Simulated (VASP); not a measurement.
# AlN (P2_1) in VASP: single point with PBE

Aim: the single point of AlN with PBE.

All numbers are computed with VASP 6.6.1; they aren't measurements. Logs are shortened: lines on timing, memory, paths and dates and some standing lists are left out, and cuts for length are marked.

### 1 The cell of the first run

Symmetry: P2_1, No. 4, monoclinic system. The conventional cell has a = 3.130 Å, b = 5.018 Å, c = 3.130 Å, α = 90.00°, β = 120.00°, γ = 90.00°. Al (site symmetry 1) has 4 N at 1.90 to 1.92 Å within 2.5 Å. Within 2.5 Å of N (site symmetry 1) lie 4 Al at 1.90 to 1.92 Å.

### 2 Single point, PBE (atoms displaced along a vibrational mode)

File INCAR:

```
PREC     = Accurate       # precision mode
ENCUT    = 520            # plane-wave cutoff, eV
EDIFF    = 1E-6           # SCF threshold, eV
ISMEAR   = 0              # smearing method
SIGMA    = 0.05           # smearing width, eV
LREAL    = False          # projectors in reciprocal space
LASPH    = True           # aspherical terms in the spheres
NELM     = 60             # most SCF steps
ALGO     = Normal         # electronic algorithm
ISIF     = 2              # what is computed and relaxed
LWAVE    = False          # write WAVECAR
LCHARG   = False          # write CHGCAR
GGA      = PE             # functional
NBANDS   = 26             # bands
```

File KPOINTS:

```
Automatic mesh
0
Gamma
  8 8 8
```

File POSCAR:

```
AlN
1.0
   -3.1302395627      0.0000000000      0.0000000000
    0.0000000000      5.4217339625      0.0000000000
    1.5651197814     -2.7108669813     -5.0179796546
Al N
4 4
Direct
    0.9895517102      0.3324689746      0.9982712825
    0.4895517102      0.8324689746      0.9982712825
    0.2587195723      0.9158023079      0.4982712825
    0.7587195723      0.4158023079      0.4982712825
    0.8168441339      0.1416976921      0.6167287175
    0.3168441339      0.6416976921      0.6167287175
    0.0498845836      0.7250310254      0.1167287175
    0.5498845836      0.2250310254      0.1167287175
```

Potentials or basis: VASP PAW PBE potentials, release 64 (Al, N).

Command:

```console
> cat potpaw_PBE.64/Al/POTCAR potpaw_PBE.64/N/POTCAR > POTCAR
> mpirun -np 1 vasp_std > vasp.out
```

OUTCAR:

```text
PREC = Accurate
   ENCUT = 520
   EDIFF = 1E-6
   ISMEAR = 0
   LREAL = False
   LASPH = True
   NELM = 60
   ISIF = 2
   GGA = PE

 ion  position               nearest neighbor table
   1  0.990  0.332  0.998-   8 1.90   7 1.90   8 1.91   5 1.92   3 3.06   4 3.06   3 3.09   4 3.09
                             4 3.12   3 3.12   2 3.13   2 3.13   2 3.13   2 3.13
   2  0.490  0.832  0.998-   7 1.90   8 1.90   7 1.91   6 1.92   4 3.06   3 3.06   4 3.09   3 3.09
                             3 3.12   4 3.12   1 3.13   1 3.13   1 3.13   1 3.13
   3  0.259  0.916  0.498-   5 1.90   6 1.90   5 1.91   7 1.92   1 3.06   2 3.06   1 3.09   2 3.09
                             2 3.12   1 3.12   4 3.13   4 3.13   4 3.13   4 3.13
   4  0.759  0.416  0.498-   6 1.90   5 1.90   6 1.91   8 1.92   2 3.06   1 3.06   2 3.09   1 3.09
                             1 3.12   2 3.12   3 3.13   3 3.13   3 3.13   3 3.13
   5  0.817  0.142  0.617-   3 1.90   4 1.90   3 1.91   1 1.92
   6  0.317  0.642  0.617-   4 1.90   3 1.90   4 1.91   2 1.92
   7  0.050  0.725  0.117-   2 1.90   1 1.90   2 1.91   3 1.92
   8  0.550  0.225  0.117-   1 1.90   2 1.90   1 1.91   4 1.92

  LATTYP: Found a body centered orthorhombic cell.
 ALAT       =     3.1302395627
 B/A-ratio  =     1.7320508076
 C/A-ratio  =     3.2061313865

  Lattice vectors:

 A1 = (  -1.5651197814,   2.7108669813,   5.0179796546)
 A2 = (   1.5651197813,  -2.7108669812,   5.0179796546)
 A3 = (   1.5651197814,   2.7108669812,  -5.0179796546)

Analysis of symmetry for initial positions (statically):
=====================================================================
 Subroutine PRICEL returns following result:

  LATTYP: Found a hexagonal cell.
 ALAT       =     3.1302395627
 C/A-ratio  =     1.6030656932

  Lattice vectors:

 A1 = (   3.1302395627,  -0.0000000000,   0.0000000000)
 A2 = (  -1.5651197813,  -2.7108669813,   0.0000000000)
 A3 = (   0.0000000001,  -0.0000000000,  -5.0179796546)

   2 primitive cells build up your supercell.

 Routine SETGRP: Setting up the symmetry group for a
 body centered orthorhombic supercell.

 Subroutine GETGRP returns: Found  2 space group operations
 (whereof  1 operations were pure point group operations)
 out of a pool of  8 trial point group operations.

The static configuration has the point symmetry C_1 .
 The point group associated with its full space group is C_2 .

Analysis of symmetry for dynamics (positions and initial velocities):
=====================================================================
 Subroutine PRICEL returns following result:

  LATTYP: Found a hexagonal cell.
 ALAT       =     3.1302395627
 C/A-ratio  =     1.6030656932

  Lattice vectors:

 A1 = (   3.1302395627,  -0.0000000000,   0.0000000000)
 A2 = (  -1.5651197813,  -2.7108669813,   0.0000000000)
 A3 = (   0.0000000001,  -0.0000000000,  -5.0179796546)

   2 primitive cells build up your supercell.

 Routine SETGRP: Setting up the symmetry group for a
 body centered orthorhombic supercell.

 Subroutine GETGRP returns: Found  2 space group operations
 (whereof  1 operations were pure point group operations)
 out of a pool of  8 trial point group operations.

The dynamic configuration has the point symmetry C_1 .
 The point group associated with its full space group is C_2 .

 Subroutine INISYM returns: Found  2 space group operations
 (whereof  1 operations are pure point group operations),
 and found     2 'primitive' translations

----------------------------------------------------------------------------------------

                                     Primitive cell

  volume of cell :      42.5809

  direct lattice vectors                    reciprocal lattice vectors
     3.130239563 -0.000000000  0.000000000     0.319464367 -0.184442838  0.000000000
    -1.565119781 -2.710866981  0.000000000    -0.000000000 -0.368885676  0.000000000
     0.000000000 -0.000000000 -5.017979655     0.000000000  0.000000000 -0.199283391

  length of vectors
     3.130239563  3.130239563  5.017979655     0.368885676  0.368885676  0.199283391

  position of ions in fractional coordinates (direct lattice)
     0.676250598  0.333333333  0.998271282
     0.323749402  0.666666667  0.498271282
     0.658186892  0.333333333  0.616728718
     0.341813109  0.666666667  0.116728718

  ion indices of the primitive-cell ions
   primitive index   ion index
                 1           1
                 2           4
                 3           5
                 4           7

----------------------------------------------------------------------------------------

 KPOINTS: Automatic mesh

Automatic generation of k-mesh.
 Grid dimensions read from file:
 generate k-points for:    8    8    8

 Generating k-lattice:

  Cartesian coordinates                     Fractional coordinates (reciprocal lattice)
    -0.039933046  0.000000000 -0.012455212     0.125000000  0.000000000  0.000000000
     0.000000000  0.023055355 -0.012455212     0.000000000  0.125000000  0.000000000
     0.000000000  0.000000000 -0.024910424     0.000000000  0.000000000  0.125000000

  Length of vectors
     0.041830377  0.026204612  0.024910424

  Shift w.r.t. Gamma in fractional coordinates (k-lattice)
     0.000000000  0.000000000  0.000000000

 Subroutine IBZKPT returns following result:
 ===========================================

 Found    150 irreducible k-points:

 Following reciprocal coordinates:
            Coordinates               Weight
  0.000000  0.000000  0.000000      1.000000
  0.125000  0.000000 -0.000000      4.000000
  0.250000  0.000000 -0.000000      4.000000
  0.375000  0.000000  0.000000      4.000000
  0.500000  0.000000 -0.000000      2.000000
  0.000000  0.125000 -0.000000      4.000000
[... 16 lines left out ...]
  0.125000 -0.250000 -0.125000      4.000000
  0.250000  0.250000 -0.000000      4.000000
 [... further k-points ...]
   k-points           NKPTS =    150   k-points in BZ     NKDIM =    150   number of bands    NBANDS=     26
   number of dos      NEDOS =    301   number of ions     NIONS =      8
   total plane-waves  NPLWV =  46080
   dimension x,y,z NGX =    24 NGY =   40 NGZ =   48
   dimension x,y,z NGXF=    48 NGYF=   80 NGZF=   96
   ions per type =               4   4
   NGX,Y,Z   is equivalent  to a cutoff of  12.75, 12.27, 13.49 a.u.
   NGXF,Y,Z  is equivalent  to a cutoff of  25.49, 24.53, 26.98 a.u.
 SYSTEM =  unknown system
   PREC   = accura    normal or accurate (medium, high low for compatibility)
   ISTART =      0    job   : 0-new  1-cont  2-samecut
   ICHARG =      2    charge: 1-file 2-atom 10-const
   ISPIN  =      1    spin polarized calculation?
   LNONCOLLINEAR =      F non collinear calculations
   LSORBIT =      F    spin-orbit coupling
   LASPH  =      T    aspherical Exc in radial PAW
   ENCUT  =  520.0 eV  38.22 Ry    6.18 a.u.   5.82 10.08 11.00*2*pi/ulx,y,z
   NELM   =     60;   NELMIN=  2; NELMDL= -5     # of ELM steps
   EDIFF  = 0.1E-05   stopping-criterion for ELM
   LREAL  =      F    real-space projection
[... 7 lines left out ...]
   TEBEG  =    0.0;   TEEND  =   0.0 temperature during run
   PSTRESS=    0.0 pullay stress
   NELECT =      32.0000    total number of electrons
   NUPDOWN=      -1.0000    fix difference up-down
   EMIN   =  10.00;   EMAX   =-10.00  energy-range for DOS
   EFERMI =   0.00;   METHOD = LEGACY
   ISMEAR =     0;   SIGMA  =   0.05  broadening in eV -4-tet -1-fermi 0-gaus
   EFERMI_NEDOS =   21; number of points for ismear=-14 and -15
   IALGO  =     38    algorithm
   IMIX   =      4    mixing-type and parameters
     AMIX     =   0.40;   BMIX     =  1.00
     AMIX_MAG =   1.60;   BMIX_MAG =  1.00
  volume/ion in A,a.u.               =      10.65        71.84
  Fermi-wavevector in a.u.,A,eV,Ry     =   1.181345  2.232418 18.987951  1.395575
  Thomas-Fermi vector in A             =   2.317620
   LORBIT       =      0    0 simple, 1 ext, 2 COOP (PROOUT), +10 PAW based schemes
   GGA     = PE    functional components
   LHFCALC =     F    Hartree Fock is set to
   AEXX    =    0.0000 exact exchange contribution
   IVDW    =     0    specifies the selected vdW correction
   LEPSILON=     F    determine dielectric tensor
   LRPA    =     F    only Hartree local field effects (RPA)
 non-spin polarized calculation
 Gauss-broadening in eV      SIGMA  =   0.05
  energy-cutoff  :      520.00
  volume of cell :       85.16
 maximum number of plane-waves:      2322
   NGX = 11   NGY = 21   NGZ = 21

 number of electron      31.9999999 magnetization

 Free energy of the ion-electron system (eV)
  ---------------------------------------------------
  ext. energy  EPLUGINS =         0.00000000
  ---------------------------------------------------
  free energy    TOTEN  =       -59.54684628 eV

  energy without entropy =      -59.54684628  energy(sigma->0) =      -59.54684628

 E-fermi :   6.2409     XC(G=0): -10.8274

 val. band max:        5.9705488152   @ k =   0.0000   0.0000   0.0000
 cond. band min:      10.0030438403   @ k =   0.0000   0.0000   0.0000
 fundamental gap:      4.0324950251
 Fermi energy:         6.2408622959

 k-point     1 :       0.0000    0.0000    0.0000
  band No.  band energies     occupation
      1      -9.1023      2.00000
      2      -7.0190      2.00000
      3      -6.8267      2.00000
      4      -6.8267      2.00000
      5       0.0602      2.00000
      6       0.4438      2.00000
[... 18 lines left out ...]
     25      17.1121      0.00000
     26      17.5401      0.00000

 k-point     2 :       0.1250    0.0000   -0.0000
  band No.  band energies     occupation
      1      -8.9424      2.00000
      2      -6.9656      2.00000
      3      -6.8339      2.00000
      4      -6.7159      2.00000
      5       0.2836      2.00000
      6       0.5206      2.00000
[... 18 lines left out ...]
     25      16.5487      0.00000
     26      17.2254      0.00000

 k-point     3 :       0.2500    0.0000   -0.0000
  band No.  band energies     occupation
      1      -8.4886      2.00000
      2      -6.8228      2.00000
      3      -6.7319      2.00000
      4      -6.6088      2.00000
      5       0.8739      2.00000
      6       0.9652      2.00000
[... 18 lines left out ...]
     25      17.3130      0.00000
     26      17.3504      0.00000

 k-point     4 :       0.3750    0.0000    0.0000
  band No.  band energies     occupation
      1      -7.8318      2.00000
      2      -6.7089      2.00000
      3      -6.6520      2.00000
      4      -6.5973      2.00000
      5       1.2979      2.00000
      6       1.3510      2.00000
[... 18 lines left out ...]
     25      16.8620      0.00000
     26      17.5225      0.00000
[... 496 lines left out ...]
      1      -8.6440      2.00000
      2      -7.3131      2.00000
      3      -7.0584      2.00000
      4      -6.7097      2.00000
      5       0.8325      2.00000
      6       0.8839      2.00000
[... 18 lines left out ...]
     25      16.4991      0.00000
     26      17.3964      0.00000

 k-point    23 :       0.1250   -0.2500   -0.1250
  band No.  band energies     occupation
      1      -8.6429      2.00000
      2      -7.3164      2.00000
      3      -7.0613      2.00000
      4      -6.7049      2.00000
      5       0.8314      2.00000
      6       0.8893      2.00000
[... 18 lines left out ...]
     25      16.5238      0.00000
     26      17.4570      0.00000

 k-point    24 :       0.2500    0.2500   -0.0000
  band No.  band energies     occupation
      1      -8.1688      2.00000
      2      -7.1486      2.00000
      3      -6.9706      2.00000
      4      -6.5634      2.00000
      5       1.2407      2.00000
      6       1.2667      2.00000
[... 18 lines left out ...]
     25      17.0863      0.00000
     26      17.1634      0.00000

 [... further k-points ...]

------------------------ aborting loop because EDIFF is reached ----------------------------------------

  FORCE on cell =-STRESS in cart. coord.  units (eV):
  Direction    XX          YY          ZZ          XY          YZ          ZX
  --------------------------------------------------------------------------------------
  -------------------------------------------------------------------------------------
  Total       -0.1926188     -0.1487705     -0.1155084      0.0625592     -0.0000000      0.0000000
  in kB       -3.6238031     -2.7988706     -2.1730997      1.1769479     -0.0000000      0.0000000
  external PRESSURE =      -2.8652578 kB  Pullay stress =       0.0000000 kB

 VOLUME and BASIS-vectors are now :
 -----------------------------------------------------------------------------
  energy-cutoff  :      520.00
  volume of cell :       85.16
      direct lattice vectors                 reciprocal lattice vectors
    -3.130239563  0.000000000  0.000000000    -0.319464367  0.000000000 -0.099641695
     0.000000000  5.421733963  0.000000000     0.000000000  0.184442838 -0.099641695
     1.565119781 -2.710866981 -5.017979655     0.000000000  0.000000000 -0.199283391

 POSITION                                       TOTAL-FORCE (eV/Angst)
 -----------------------------------------------------------------------------------
     -1.53512     -0.90362     -5.00930        -0.166964      0.003996      0.006265
      0.03000      1.80724     -5.00930        -0.166964      0.003996      0.006265
     -0.03000      3.61449     -2.50032         0.166964     -0.003996      0.006265
     -1.59512      0.90362     -2.50032         0.166964     -0.003996      0.006265
     -1.59166     -0.90362     -3.09473         0.077351      0.001627     -0.006265
     -0.02654      1.80724     -3.09473         0.077351      0.001627     -0.006265
      0.02654      3.61449     -0.58574        -0.077351     -0.001627     -0.006265
     -1.53858      0.90362     -0.58574        -0.077351     -0.001627     -0.006265
 -----------------------------------------------------------------------------------
    total drift:                                0.000022     -0.000016      0.001307

  FREE ENERGIE OF THE ION-ELECTRON SYSTEM (eV)
  ---------------------------------------------------
  free  energy   TOTEN  =       -59.5468462752 eV

  energy  without entropy=      -59.5468462752  energy(sigma->0) =      -59.54684628
```

Wall time 4.8 min (1 thread of Oxide Virtual Turin-like, shared host); peak memory 0.34 GiB.

Results:

```yaml
Free_energy: -59.5468 eV
Pressure: -0.3 GPa
Largest_force: 0.167 eV/Å
Band_gap_on_the_k_mesh: 4.03 eV
```

Forces on the atoms (eV/Å):
```
Al  -0.167  0.004  0.006
Al  -0.167  0.004  0.006
Al   0.167 -0.004  0.006
Al   0.167 -0.004  0.006
N    0.077  0.002 -0.006
N    0.077  0.002 -0.006
N   -0.077 -0.002 -0.006
N   -0.077 -0.002 -0.006
```

Levels at points of the mesh, in eV from the valence-band top:
```csv
k point,band 12,band 13,band 14,band 15,band 16,band 17,band 18,band 19,band 20,band 21
"(0.00, 0.00, 0.00)",-0.86,-0.84,-0.25,-0.17,0.00,4.03,5.23,5.23,6.50,9.13
"(0.50, 0.00, 0.00)",-2.42,-2.02,-2.02,-0.88,-0.88,6.13,6.13,7.19,7.19,8.55
"(0.00, 0.50, 0.00)",-1.40,-0.65,-0.65,-0.59,-0.59,5.91,5.91,7.30,7.30,8.44
"(0.50, 0.50, 0.00)",-1.45,-1.45,-1.38,-1.38,-0.70,5.28,5.28,5.71,5.91,8.06
"(0.50, 0.50, 0.50)",-1.46,-1.46,-1.30,-1.30,-0.67,5.20,5.20,5.60,5.80,7.97
"(0.00, 0.00, 0.50)",-0.69,-0.55,-0.55,-0.53,-0.53,5.75,5.76,6.30,6.30,8.00
```

Caveat: the cell differs from its parent crystal (atoms displaced along a vibrational mode).
